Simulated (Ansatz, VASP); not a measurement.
GaN in VASP and in Ansatz

```
CELL_PARAMETERS angstrom
0.00000 2.09056 2.09056
2.09056 0.00000 2.09056
2.09056 2.09056 0.00000
ATOMIC_POSITIONS crystal
Ga 0.00000 0.00000 0.00000
N 0.50000 0.50000 0.50000
```

Alike in both runs: functional LDA; k mesh 12 × 12 × 12; occupations gaussian, width 0.02 eV; no spin polarisation.

Ansatz relaxed the structure, and its values are those at the end. VASP's run is a single point on that final structure, the one shown.

|  | VASP | Ansatz |
| --- | --- | --- |
| version | VASP 6.6.1 | Ansatz 0.2.0 |
| potentials or method | VASP PAW LDA potentials, release 64 (Ga_d, N), cutoff 600 eV | scalar-relativistic, plane waves, PAW |
| valence electrons in the cell | 18 | 18 |

Ansatz gave:

```
gap on the k mesh at the Fermi level (eV) : 0.60
least direct gap on the mesh (eV)         : 3.23
pressure (GPa)                            : 0.0
```

**Question.** Which values does VASP return?

**Answer.** gap on the k mesh at the Fermi level (eV): 0.62; least direct gap on the mesh (eV): 3.25; pressure (GPa): 1.3.

Ansatz warns that its potentials were made for another functional, while VASP's fit it. LDA's correlation is that of Perdew and Zunger in VASP and of Perdew and Wang (1992) in Ansatz.
